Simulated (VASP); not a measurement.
Wanted: the native input for a VASP 6.6.1 run.

* Task: single point
* Functional: PBE
* Potentials or basis: VASP PAW PBE potentials, release 64 (Mn_pv, Sb)
* Cutoff: 520 eV
* k mesh: 11 × 11 × 11
* Occupations: fermi-dirac, width 0.03 eV
* Spin: collinear spin, ferromagnetic start
* Starting moments: [4.0, 0.0] μB
* Dipole correction: no
* Further INCAR settings: ALGO = Normal; EDIFF = 1e-06; NBANDS = 20

The structure of MnSb (rocksalt type) lies in POSCAR:

```
MnSb
1.0
    0.0000000000      2.8042671959      2.8042671959
    2.8042671959      0.0000000000      2.8042671959
    2.8042671959      2.8042671959      0.0000000000
Mn Sb
1 1
Direct
    0.0000000000      0.0000000000      0.0000000000
    0.5000000000      0.5000000000      0.5000000000
```

The input as run:

INCAR

```
SYSTEM = MnSb
ALGO = Normal ; EDIFF = 1E-6
ENCUT = 520 ; GGA = PE
ISIF = 2 ; ISMEAR = -1
ISPIN = 2 ; LASPH = .True.
LCHARG = .False. ; LMAXMIX = 4
LORBIT = 11 ; LREAL = .False.
LWAVE = .False. ; MAGMOM = 4 0
NBANDS = 20 ; NELM = 150
PREC = Accurate ; SIGMA = 0.03
```

KPOINTS

```
k-points
0
Gamma
  11 11 11
  0 0 0
```

Potentials or basis: VASP PAW PBE potentials, release 64 (Mn_pv, Sb).

Launch:

```sh
$ cat potpaw_PBE.64/Mn_pv/POTCAR potpaw_PBE.64/Sb/POTCAR > POTCAR
$ mpirun -np 1 vasp_std > vasp.out
```

Results of the run:

```yaml
Pressure: -1.1 GPa
Net_moment: 3.82 μB per cell
Site_moments: Mn +3.76; Sb -0.11 μB
Valence_electrons_inside_the_program's_atomic_spheres: Mn 11.45; Sb 2.47
```

Caveat: a cell with one magnetic atom can't hold antiferromagnetic order, which such compounds often take.

Run time: 49 s on 1 thread of Intel(R) Xeon(R) 6975P-C (Granite Rapids), on a shared host, peak memory 0.23 GiB.
